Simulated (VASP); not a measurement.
Here is a VASP 6.6.1 calculation.

The input INCAR:

```
SYSTEM = Y
PREC = Accurate
ENCUT = 520
EDIFF = 1E-6
ISMEAR = -1
SIGMA = 0.1
LREAL = .False.
LASPH = .True.
NELM = 80
ALGO = Normal
ISIF = 2
LWAVE = .False.
LCHARG = .False.
GGA = B5
ALDAX = 1.0
AGGAX = 1.0
AGGAC = 1.0
ALDAC = 0.0
NBANDS = 24
```

Contents of KPOINTS:

```
regular mesh
0
Gamma
  7 7 9
  0 0 0
```

Contents of POSCAR:

```
Y
1.0
    5.7000466906      0.0000000000      0.0000000000
   -2.8500233453      4.9363852368      0.0000000000
    0.0000000000      0.0000000000      3.5627959736
Y
3
Direct
    1.0000000000      0.0000000000      0.0000000000
    0.3333333333      0.6666666667      0.5000000000
    0.6666666667      0.3333333333      0.5000000000
```

Potentials or basis: VASP PAW PBE potentials, release 64 (Y_sv).

Launch:

```sh
$ cat potpaw_PBE.64/Y_sv/POTCAR > POTCAR
$ mpirun -np 1 vasp_std > vasp.out
```

(1) Predict the pressure.

(2) What does it give for the band gap on the k mesh?

## Answers

(1) 0.0 GPa.

(2) zero (an odd number of electrons rules out a gap without spin polarisation).

Caveat: the PAW data sets were made with another functional, which shifts forces and pressure a little.
